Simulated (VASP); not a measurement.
AlRu, 2 atoms in the cell. It takes space group P4/mmm (No. 123, tetragonal). Conventional cell: a = 2.902 Å, b = 2.902 Å, c = 2.992 Å, α = 90.00°, β = 90.00°, γ = 90.00°. Al (site symmetry 4/mmm) has 8 Ru at 2.54 Å and 6 Al at 2.90 to 2.99 Å within 3.4 Å. Within 3.4 Å of Ru (site symmetry 4/mmm) lie 8 Al at 2.54 Å and 6 Ru at 2.90 to 2.99 Å.  This cell differs from its parent crystal: strain -0.030 along x and y, +0.000 along z.

- Program: VASP 6.6.1
- Task: single point
- Functional: PBE
- Potentials or basis: VASP PAW PBE potentials, release 64 (Al, Ru_pv)
- Cutoff: 520 eV
- k mesh: 16 × 16 × 16
- Occupations: gaussian, width 0.15 eV
- Spin: no spin polarisation
- Dipole correction: no
- Further INCAR settings: ALGO = Fast; EDIFF = 1e-06; NBANDS = 16

Potentials or basis: VASP PAW PBE potentials, release 64 (Al, Ru_pv).

Launch:

```bash
$ cat potpaw_PBE.64/Al/POTCAR potpaw_PBE.64/Ru_pv/POTCAR > POTCAR
$ mpirun -np 1 vasp_std > vasp.out
```

Hardware: 1 thread of Intel(R) Xeon(R) 6975P-C (Granite Rapids) (shared host).

Problem. How long does it take, and how much memory?

Solution. It took 38 s on 1 thread of Intel(R) Xeon(R) 6975P-C (Granite Rapids), on a shared host, peak memory 0.26 GiB. Counts: scf iterations 13, k points 405.
